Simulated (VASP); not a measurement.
# Hf3NbO (Pm-3m) in VASP: notebook

Runs on Hf3NbO. Level: PBE. Tasks: relaxation of cell and atoms, single point.

Everything below comes from runs of VASP 6.6.1. Logs are shortened: lines on timing, memory, paths and dates and some standing lists are left out, and cuts for length are marked.

## (1) The cell of the first run

It takes space group Pm-3m (No. 221, cubic). The conventional cell has a = 4.335 Å, b = 4.335 Å, c = 4.335 Å, α = 90.00°, β = 90.00°, γ = 90.00°. Hf (site symmetry 4/mmm) has 2 Nb at 2.17 Å within 2.9 Å. Within 2.9 Å of Nb (site symmetry m-3m) lie 6 Hf at 2.17 Å. Within 4.0 Å of O (site symmetry m-3m) lie 12 Hf at 3.07 Å and 8 Nb at 3.75 Å.

## (2) Relaxation of cell and atoms, PBE

File INCAR:

```
PREC = Accurate ; ENCUT = 600
EDIFF = 1E-6 ; ISMEAR = 0
SIGMA = 0.1 ; LREAL = F
LASPH = T ; NELM = 100
ALGO = Normal ; ISIF = 3
LWAVE = F ; LCHARG = F
GGA = PE ; IBRION = 2
NSW = 90 ; EDIFFG = -0.04
```

File KPOINTS:

```
regular mesh
0
Gamma
  4 4 4
```

File POSCAR:

```
Hf3NbO
1.0
    4.3349511600      0.0000000000      0.0000000000
    0.0000000000      4.3349511600      0.0000000000
    0.0000000000      0.0000000000      4.3349511600
Hf Nb O
3 1 1
Direct
    0.0000000000      0.5000000000      0.5000000000
    0.5000000000      0.0000000000      0.5000000000
    0.5000000000      0.5000000000      0.0000000000
    0.5000000000      0.5000000000      0.5000000000
    0.0000000000      0.0000000000      0.0000000000
```

Potentials or basis: VASP PAW PBE potentials, release 64 (Hf_pv, Nb_sv, O).

The run is started by

```sh
cat potpaw_PBE.64/Hf_pv/POTCAR potpaw_PBE.64/Nb_sv/POTCAR potpaw_PBE.64/O/POTCAR > POTCAR
mpirun -np 1 vasp_std > vasp.out
```

OUTCAR:

```text
PREC = Accurate
   ENCUT = 600
   EDIFF = 1E-6
   ISMEAR = 0
   LREAL = F
   LASPH = T
   NELM = 100
   ISIF = 3
   GGA = PE
   IBRION = 2
   NSW = 90
   EDIFFG = -0.04

 ion  position               nearest neighbor table
   1  0.000  0.500  0.500-   4 2.17   4 2.17   2 3.07   3 3.07   2 3.07   2 3.07   3 3.07   3 3.07
                             3 3.07   2 3.07
   2  0.500  0.000  0.500-   4 2.17   4 2.17   1 3.07   3 3.07   1 3.07   3 3.07   3 3.07   3 3.07
                             1 3.07   1 3.07
   3  0.500  0.500  0.000-   4 2.17   4 2.17   1 3.07   1 3.07   2 3.07   2 3.07   2 3.07   2 3.07
                             1 3.07   1 3.07
   4  0.500  0.500  0.500-   1 2.17   2 2.17   3 2.17   3 2.17   2 2.17   1 2.17
   5  0.000  0.000  0.000-

  LATTYP: Found a simple cubic cell.
 ALAT       =     4.3349511600

  Lattice vectors:

 A1 = (   4.3349511600,   0.0000000000,   0.0000000000)
 A2 = (   0.0000000000,   4.3349511600,   0.0000000000)
 A3 = (   0.0000000000,   0.0000000000,   4.3349511600)

Analysis of symmetry for initial positions (statically):
=====================================================================
 Subroutine PRICEL returns:
 Original cell was already a primitive cell.

 Routine SETGRP: Setting up the symmetry group for a
 simple cubic supercell.

 Subroutine GETGRP returns: Found 48 space group operations
 (whereof 48 operations were pure point group operations)
 out of a pool of 48 trial point group operations.

The static configuration has the point symmetry O_h .

Analysis of symmetry for dynamics (positions and initial velocities):
=====================================================================
 Subroutine PRICEL returns:
 Original cell was already a primitive cell.

 Routine SETGRP: Setting up the symmetry group for a
 simple cubic supercell.

 Subroutine GETGRP returns: Found 48 space group operations
 (whereof 48 operations were pure point group operations)
 out of a pool of 48 trial point group operations.

The dynamic configuration has the point symmetry O_h .

 Subroutine INISYM returns: Found 48 space group operations
 (whereof 48 operations are pure point group operations),
 and found     1 'primitive' translations

----------------------------------------------------------------------------------------

                                     Primitive cell

  volume of cell :      81.4615

  direct lattice vectors                    reciprocal lattice vectors
     4.334951160  0.000000000  0.000000000     0.230683106  0.000000000  0.000000000
     0.000000000  4.334951160  0.000000000     0.000000000  0.230683106  0.000000000
     0.000000000  0.000000000  4.334951160     0.000000000  0.000000000  0.230683106

  length of vectors
     4.334951160  4.334951160  4.334951160     0.230683106  0.230683106  0.230683106

  position of ions in fractional coordinates (direct lattice)
     0.000000000  0.500000000  0.500000000
     0.500000000  0.000000000  0.500000000
     0.500000000  0.500000000  0.000000000
     0.500000000  0.500000000  0.500000000
     0.000000000  0.000000000  0.000000000

  ion indices of the primitive-cell ions
   primitive index   ion index
                 1           1
                 2           2
                 3           3
                 4           4
                 5           5

----------------------------------------------------------------------------------------

 KPOINTS: regular mesh

Automatic generation of k-mesh.
 Grid dimensions read from file:
 generate k-points for:    4    4    4

 Generating k-lattice:

  Cartesian coordinates                     Fractional coordinates (reciprocal lattice)
     0.057670777  0.000000000  0.000000000     0.250000000  0.000000000  0.000000000
     0.000000000  0.057670777  0.000000000     0.000000000  0.250000000  0.000000000
     0.000000000  0.000000000  0.057670777     0.000000000  0.000000000  0.250000000

  Length of vectors
     0.057670777  0.057670777  0.057670777

  Shift w.r.t. Gamma in fractional coordinates (k-lattice)
     0.000000000  0.000000000  0.000000000

 Subroutine IBZKPT returns following result:
 ===========================================

 Found     10 irreducible k-points:

 Following reciprocal coordinates:
            Coordinates               Weight
  0.000000  0.000000  0.000000      1.000000
  0.250000  0.000000  0.000000      6.000000
  0.500000  0.000000  0.000000      3.000000
  0.250000  0.250000  0.000000     12.000000
  0.500000  0.250000  0.000000     12.000000
  0.500000  0.500000  0.000000      3.000000
  0.250000  0.250000  0.250000      8.000000
  0.500000  0.250000  0.250000     12.000000
  0.500000  0.500000  0.250000      6.000000
  0.500000  0.500000  0.500000      1.000000
   k-points           NKPTS =     10   k-points in BZ     NKDIM =     10   number of bands    NBANDS=     29
   number of dos      NEDOS =    301   number of ions     NIONS =      5
   total plane-waves  NPLWV =  46656
   dimension x,y,z NGX =    36 NGY =   36 NGZ =   36
   dimension x,y,z NGXF=    72 NGYF=   72 NGZF=   72
   ions per type =               3   1   1
   NGX,Y,Z   is equivalent  to a cutoff of  13.81, 13.81, 13.81 a.u.
   NGXF,Y,Z  is equivalent  to a cutoff of  27.61, 27.61, 27.61 a.u.
 SYSTEM =  unknown system
   PREC   = accura    normal or accurate (medium, high low for compatibility)
   ISTART =      0    job   : 0-new  1-cont  2-samecut
   ICHARG =      2    charge: 1-file 2-atom 10-const
   ISPIN  =      1    spin polarized calculation?
   LNONCOLLINEAR =      F non collinear calculations
   LSORBIT =      F    spin-orbit coupling
   LASPH  =      T    aspherical Exc in radial PAW
   ENCUT  =  600.0 eV  44.10 Ry    6.64 a.u.   8.66  8.66  8.66*2*pi/ulx,y,z
   NELM   =    100;   NELMIN=  2; NELMDL= -5     # of ELM steps
   EDIFF  = 0.1E-05   stopping-criterion for ELM
   LREAL  =      F    real-space projection
   EDIFFG = -.4E-01   stopping-criterion for IOM
   NSW    =     90    number of steps for IOM
   IBRION =      2    ionic relax: 0-MD 1-quasi-New 2-CG
   NFREE  =      1    steps in history (QN), initial steepest desc. (CG)
   ISIF   =      3    stress and relaxation
   ISYM   =      2    0-nonsym 1-usesym 2-fastsym
   POTIM  = 0.5000    time-step for ionic-motion
   TEBEG  =    0.0;   TEEND  =   0.0 temperature during run
   PSTRESS=    0.0 pullay stress
   NELECT =      49.0000    total number of electrons
   NUPDOWN=      -1.0000    fix difference up-down
   EMIN   =  10.00;   EMAX   =-10.00  energy-range for DOS
   EFERMI =   0.00;   METHOD = LEGACY
   ISMEAR =     0;   SIGMA  =   0.10  broadening in eV -4-tet -1-fermi 0-gaus
   EFERMI_NEDOS =   21; number of points for ismear=-14 and -15
   IALGO  =     38    algorithm
   IMIX   =      4    mixing-type and parameters
     AMIX     =   0.40;   BMIX     =  1.00
     AMIX_MAG =   1.60;   BMIX_MAG =  1.00
  volume/ion in A,a.u.               =      16.29       109.95
  Fermi-wavevector in a.u.,A,eV,Ry     =   1.381940  2.611489 25.983853  1.909759
  Thomas-Fermi vector in A             =   2.506678
   LORBIT       =      0    0 simple, 1 ext, 2 COOP (PROOUT), +10 PAW based schemes
   GGA     = PE    functional components
   LHFCALC =     F    Hartree Fock is set to
   AEXX    =    0.0000 exact exchange contribution
   IVDW    =     0    specifies the selected vdW correction
   LEPSILON=     F    determine dielectric tensor
   LRPA    =     F    only Hartree local field effects (RPA)
 conjugate gradient relaxation of ions
 non-spin polarized calculation
 Gauss-broadening in eV      SIGMA  =   0.10
  energy-cutoff  :      600.00
  volume of cell :       81.46
 maximum number of plane-waves:      2800
 NGX is ok and might be reduce to    36
   NGX = 17   NGY = 17   NGZ = 17

--------------------------------------- Ionic step        1  -------------------------------------------

 number of electron      48.9999999 magnetization

 Free energy of the ion-electron system (eV)
  ---------------------------------------------------
  ext. energy  EPLUGINS =         0.00000000
  ---------------------------------------------------
  free energy    TOTEN  =       -31.35007930 eV

  energy without entropy =      -31.32730667  energy(sigma->0) =      -31.33869299

 E-fermi :   6.8800     XC(G=0): -11.8248

 val. band max:        6.7825927149   @ k =   0.5000   0.0000   0.0000
 cond. band min:       6.9068694383   @ k =   0.5000   0.5000   0.5000
 fundamental gap:      0.1242767233
 Fermi energy:         6.8799810246

 k-point     1 :       0.0000    0.0000    0.0000
  band No.  band energies     occupation
      1     -47.0929      2.00000
      2     -27.6110      2.00000
      3     -27.6110      2.00000
      4     -27.6110      2.00000
      5     -23.6106      2.00000
      6     -23.6106      2.00000
[... 21 lines left out ...]
     28       9.6443      0.00000
     29       9.6443      0.00000
[... 425 lines left out ...]
 POSITION                                       TOTAL-FORCE (eV/Angst)
 -----------------------------------------------------------------------------------
     -0.00000      2.51043      2.51043        -0.000000      0.000000      0.000000
      2.51043      0.00000      2.51043         0.000000      0.000000      0.000000
      2.51043      2.51043      0.00000         0.000000      0.000000      0.000000
      2.51043      2.51043      2.51043        -0.000000      0.000000      0.000000
      0.00000      0.00000      0.00000         0.000000      0.000000      0.000000
 -----------------------------------------------------------------------------------
    total drift:                                0.000000      0.000000      0.000000

  FREE ENERGIE OF THE ION-ELECTRON SYSTEM (eV)
  ---------------------------------------------------
  free  energy   TOTEN  =       -38.1619481780 eV

  energy  without entropy=      -38.1228273669  energy(sigma->0) =      -38.14238777

--------------------------------------- Ionic step        5  -------------------------------------------

 number of electron      48.9999989 magnetization

 Free energy of the ion-electron system (eV)
  ---------------------------------------------------
  ext. energy  EPLUGINS =         0.00000000
  ---------------------------------------------------
  free energy    TOTEN  =       -38.16483404 eV

  energy without entropy =      -38.12644026  energy(sigma->0) =      -38.14563715

 E-fermi :   3.4012     XC(G=0):  -9.8342

 val. band max:        3.3619748917   @ k =   0.5000   0.2500   0.2500
 cond. band min:       3.4326827814   @ k =   0.2500   0.2500   0.0000
 fundamental gap:      0.0707078897
 Fermi energy:         3.4011545421

 k-point     1 :       0.0000    0.0000    0.0000
  band No.  band energies     occupation
      1     -50.2165      2.00000
      2     -28.7693      2.00000
      3     -28.7693      2.00000
      4     -28.7693      2.00000
      5     -28.0105      2.00000
      6     -28.0105      2.00000
[... 21 lines left out ...]
     28       5.4825      0.00000
     29       5.4825      0.00000
[... 299 lines left out ...]
 VOLUME and BASIS-vectors are now :
 -----------------------------------------------------------------------------
  energy-cutoff  :      600.00
  volume of cell :      125.29
      direct lattice vectors                 reciprocal lattice vectors
     5.003802712  0.000000000  0.000000000     0.199848007  0.000000000  0.000000000
    -0.000000000  5.003802712  0.000000000    -0.000000000  0.199848007 -0.000000000
    -0.000000000  0.000000000  5.003802712    -0.000000000 -0.000000000  0.199848007

 POSITION                                       TOTAL-FORCE (eV/Angst)
 -----------------------------------------------------------------------------------
     -0.00000      2.50190      2.50190        -0.000000      0.000000      0.000000
      2.50190      0.00000      2.50190         0.000000      0.000000      0.000000
      2.50190      2.50190      0.00000         0.000000      0.000000      0.000000
      2.50190      2.50190      2.50190        -0.000000      0.000000      0.000000
      0.00000      0.00000      0.00000         0.000000      0.000000      0.000000
 -----------------------------------------------------------------------------------
    total drift:                                0.000000      0.000000      0.000000

  FREE ENERGIE OF THE ION-ELECTRON SYSTEM (eV)
  ---------------------------------------------------
  free  energy   TOTEN  =       -38.1648340431 eV

  energy  without entropy=      -38.1264402557  energy(sigma->0) =      -38.14563715

 reached required accuracy - stopping structural energy minimisation
```

Run time: 88 s. Hardware: 1 thread of Intel Xeon 6975P-C (Granite Rapids), shared host; peak memory 0.23 GiB.

What came out:

```yaml
Free_energy: -38.1648 eV
Relaxed_volume: 25.06 Å³/atom
Relaxed_cell: a = 5.004 Å, b = 5.004 Å, c = 5.004 Å, α = 90.00°, β = 90.00°, γ = 90.00°
Space_group_after_relaxing_to_0.05_Å: Pm-3m (No. 221)
Energy_gained_by_relaxing: 1363.0 meV/atom
Ionic_steps: 5
Pressure_after_relaxing: 0.0 GPa
```

Step by step:
```csv
step,energy change (eV),largest force (eV/Å),pressure (GPa),volume (Å³)
1,0.0000,0.0000,71.27,81.46
2,-1.8952,0.0000,-15.26,200.25
3,-6.7931,0.0000,-1.93,128.81
4,-6.8119,0.0000,-0.73,126.57
5,-6.8148,0.0000,0.00,125.29
```

Final structure:
```
Hf Nb O
1.0
     5.00380    0.00000    0.00000
     0.00000    5.00380    0.00000
     0.00000    0.00000    5.00380
Hf Nb O
3 1 1
Cartesian
  0.0000 2.5019 2.5019
  2.5019 0.0000 2.5019
  2.5019 2.5019 0.0000
  2.5019 2.5019 2.5019
  0.0000 0.0000 0.0000
```

Levels at points of the mesh, in eV from the Fermi level:
```tsv
k point	band 21	band 22	band 23	band 24	band 25	band 26	band 27	band 28
(0.00, 0.00, 0.00)	-1.71	-1.71	-1.71	-0.82	-0.75	-0.75	2.08	2.08
(0.50, 0.00, 0.00)	-1.99	-1.31	-1.31	0.05	0.23	0.23	0.26	0.27
(0.50, 0.50, 0.00)	-1.26	-0.67	-0.67	-0.41	-0.38	0.68	0.68	0.79
(0.50, 0.50, 0.50)	-0.37	-0.17	-0.17	-0.17	0.49	0.49	0.49	0.51
```

Caveat: the k points lie up to 0.31 Å⁻¹ apart in the final cell; the volume moved by over 15 % at a fixed basis, so the end points are rough; spin-orbit coupling is left out, which moves the levels of the heavy elements; an odd number of electrons without spin polarisation forces a metal; a magnetic or distorted state may lie lower.

## (3) Single point, PBE

This run uses another cell than the first one, of 25.60 Å³/atom, 1.571 times its volume.

File INCAR:

```
PREC     = Accurate       # precision mode
ENCUT    = 520            # plane-wave cutoff, eV
EDIFF    = 1E-6           # SCF threshold, eV
ISMEAR   = 0              # smearing method
SIGMA    = 0.1            # smearing width, eV
LREAL    = F              # projectors in reciprocal space
LASPH    = T              # aspherical terms in the spheres
NELM     = 60             # most SCF steps
ALGO     = Normal         # electronic algorithm
ISIF     = 2              # what is computed and relaxed
LWAVE    = F              # write WAVECAR
LCHARG   = F              # write CHGCAR
GGA      = PE             # functional
NBANDS   = 32             # bands
```

File KPOINTS:

```
regular mesh
0
Gamma
  8 8 8
```

Edit POSCAR of step 2 so:

```diff
@@ -2,5 +2,5 @@
 1.0
-    4.3349511600      0.0000000000      0.0000000000
-    0.0000000000      4.3349511600      0.0000000000
-    0.0000000000      0.0000000000      4.3349511600
+    5.0393991166      0.0000000000      0.0000000000
+    0.0000000000      5.0393991166      0.0000000000
+    0.0000000000      0.0000000000      5.0393991166
 Hf Nb O
```

Potentials or basis: VASP PAW PBE potentials, release 64 (Hf_pv, Nb_sv, O).

The run is started by

```sh
cat potpaw_PBE.64/Hf_pv/POTCAR potpaw_PBE.64/Nb_sv/POTCAR potpaw_PBE.64/O/POTCAR > POTCAR
mpirun -np 1 vasp_std > vasp.out
```

It took 71 s on 1 thread of Intel Xeon 6975P-C (Granite Rapids), shared host; peak memory 0.32 GiB.

The run converged. Its results:

```yaml
Free_energy: -38.0625 eV
Pressure: -0.6 GPa
```

Levels at points of the mesh, in eV from the Fermi level:
```tsv
k point	band 21	band 22	band 23	band 24	band 25	band 26	band 27	band 28
(0.00, 0.00, 0.00)	-1.62	-1.62	-1.62	-0.83	-0.71	-0.71	2.04	2.04
(0.50, 0.00, 0.00)	-1.93	-1.24	-1.24	0.03	0.21	0.21	0.27	0.28
(0.50, 0.50, 0.00)	-1.22	-0.66	-0.66	-0.42	-0.40	0.68	0.68	0.75
(0.50, 0.50, 0.50)	-0.34	-0.14	-0.14	-0.14	0.38	0.49	0.49	0.49
```

Caveat: spin-orbit coupling is left out, which moves the levels of the heavy elements; an odd number of electrons without spin polarisation forces a metal; a magnetic or distorted state may lie lower.
